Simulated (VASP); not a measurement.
Runs of VASP 6.6.1 on Na3CuBi. The structure is that of space group Pm-3m (No. 221), or close to it. The cells are those of the table. 

```tsv
task	cell	k mesh	cutoff (eV)	gap on the mesh (eV)	pressure (GPa)	relaxed volume (Å³/atom)
single point	a = 5.958 Å, 5 atoms	6 × 6 × 6	520	none	0.0	-
relaxation of cell and atoms	relaxed from a = 5.925 Å, 5 atoms	6 × 6 × 6	600	none	0.0	42.22
relaxation of cell and atoms	relaxed from a = 4.644 Å, 5 atoms	4 × 4 × 4	600	none	0.1	41.55
single point	a = 5.925 Å, 5 atoms	4 × 4 × 4	520	none	(a)	-
single point	a = 4.644 Å, 5 atoms	4 × 4 × 4	520	none	36.2	-
```

Alike in all rows: level PBE; potentials or basis VASP PAW PBE potentials, release 64 (Na_pv, Cu, Bi_d); no spin polarisation; smearing gaussian 0.1 eV.

Q: Estimate the missing entries.

A: (a) 0.2.

Caveats: spin-orbit coupling is left out, which moves the levels of the heavy elements; the volume moved by over 15 % at a fixed basis, so the end points are rough (at least some runs); the cell stands under pressure (at least some runs).

A k mesh can miss the band edges, and the runs leave out spin-orbit coupling on Bi.

A gap of «none» marks levels without a gap at the run's occupations.
